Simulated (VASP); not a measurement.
# Rb: single point with PBEsol

Crystal: Rb.

```
Rb
1.0
     8.86563    0.00000    0.00000
     0.00000    8.86563    0.00000
     0.00000    0.00000    8.86563
Rb
8
Direct
  0.00000 0.00000 0.00000
  0.50000 0.50000 0.50000
  0.25000 0.00000 0.50000
  0.75000 0.00000 0.50000
  0.50000 0.25000 0.00000
  0.50000 0.75000 0.00000
  0.00000 0.50000 0.25000
  0.00000 0.50000 0.75000
```

* Program: VASP 6.6.1
* Task: single point
* Functional: PBEsol
* Potentials or basis: VASP PAW PBE potentials, release 64 (Rb_sv)
* Cutoff: 520 eV
* k mesh: 3 × 3 × 3
* Occupations: fermi-dirac, width 0.1 eV
* Spin: no spin polarisation
* Dipole correction: no
* Further INCAR settings: ALGO = Normal; EDIFF = 1e-07; NBANDS = 46

* Pressure: 0.0 GPa
* Band gap on the k mesh: zero (bands 36 and 37 overlap by 0.08 eV)

Levels at points of the mesh, in eV from the Fermi level:
| k point | band 33 | band 34 | band 35 | band 36 | band 37 | band 38 | band 39 | band 40 |
| --- | --- | --- | --- | --- | --- | --- | --- | --- |
| (0.00, 0.00, 0.00) | -2.07 | -0.12 | -0.12 | -0.09 | 0.19 | 0.19 | 0.19 | 1.32 |

Wall time 91 s on 1 thread of Intel(R) Xeon(R) 6975P-C (Granite Rapids), with other jobs on the host, peak memory 0.69 GiB.

Caveat: the PAW data sets were made with another functional, which shifts forces and pressure a little.
